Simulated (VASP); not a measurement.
A run of VASP 6.6.1:

File POSCAR:

```
BP
1.0
    1.4701587601     -5.4174963205      0.0000000000
    1.4701587601      5.4174963205      0.0000000000
    0.0000000000      0.0000000000      2.9322911961
B P
2 2
Direct
    0.3221152472      0.6778847528      0.7500000000
    0.6778847528      0.3221152472      0.2500000000
    0.8660956945      0.1339043055      0.2500000000
    0.1339043055      0.8660956945      0.7500000000
```

The input INCAR.step1:

```
PREC = Accurate ; ENCUT = 520
ISMEAR = -1 ; SIGMA = 0.03
LREAL = F ; LASPH = T
NELM = 100 ; NBANDS = 16
GGA = PE ; ALGO = Normal
EDIFF = 1E-4 ; LWAVE = T
LCHARG = F
```

Contents of INCAR.step2:

```
PREC = Accurate ; ENCUT = 520
EDIFF = 1E-7 ; ISMEAR = -1
SIGMA = 0.03 ; LREAL = F
LASPH = T ; NELM = 100
ALGO = Normal ; ISIF = 2
LWAVE = F ; LCHARG = T
METAGGA = R2SCAN ; LMIXTAU = T
LUSE_VDW = T ; IVDW_NL = 2
BPARAM = 11.95 ; CPARAM = 0.0093
LELF = T ; LVHAR = T
NBANDS = 16 ; ISTART = 1
```

The input KPOINTS:

```
regular mesh
0
Gamma
  10 10 10
```

Potentials or basis: VASP PAW PBE potentials, release 64 (B, P).

Command:

```bash
$ cat potpaw_PBE.64/B/POTCAR potpaw_PBE.64/P/POTCAR > POTCAR
$ cp INCAR.step1 INCAR
$ mpirun -np 1 vasp_std > vasp.out
$ cp INCAR.step2 INCAR
$ mpirun -np 1 vasp_std > vasp.out
```

Hardware: 1 thread of Intel(R) Xeon(R) Platinum 8375C CPU @ 2.90GHz (Ice Lake) (shared host).

Q: Estimate the wall time of this run.

A: It took 9.4 min on 1 thread of Intel(R) Xeon(R) Platinum 8375C CPU @ 2.90GHz (Ice Lake) (shared host), peak memory 0.44 GiB. Counts: k points 186.
